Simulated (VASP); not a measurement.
Runs of VASP 6.6.1 on Cr. The structure is that of space group P6/mmm (No. 191), or close to it. The cells are those of the table. This isn't the form of Cr at room conditions, which is bcc.

```tsv
cell	gap on the mesh (eV)	pressure (GPa)
a = 4.030, b = 4.030, c = 2.175 Å, angles 90.0, 90.0, 120.0°, 3 atoms	none	(a)
a = 4.090, b = 4.090, c = 2.207 Å, angles 90.0, 90.0, 120.0°, 3 atoms	none	24.5
a = 4.206, b = 4.206, c = 2.269 Å, angles 90.0, 90.0, 120.0°, 3 atoms	none	(b)
a = 4.149, b = 4.149, c = 2.239 Å, angles 90.0, 90.0, 120.0°, 3 atoms	none	10.6
a = 4.315, b = 4.315, c = 2.328 Å, angles 90.0, 90.0, 120.0°, 3 atoms	none	-17.3
```

Alike in all rows: task single point; level r2SCAN; potentials or basis VASP PAW PBE potentials, release 64 (Cr_sv); no spin polarisation; k mesh 10 × 10 × 15; cutoff (eV) 770; smearing fermi-dirac 0.1 eV.

Task: Fill in the values left out.

Result: (a) 41.5; (b) -0.7.

Caveats: the PAW data sets were made with another functional, which shifts forces and pressure a little; the run has no spin polarisation, though such a crystal can be magnetic; the cell stands under pressure (at least some runs); the cell stands under tension (at least some runs).

A gap of «none» marks levels without a gap at the run's occupations.
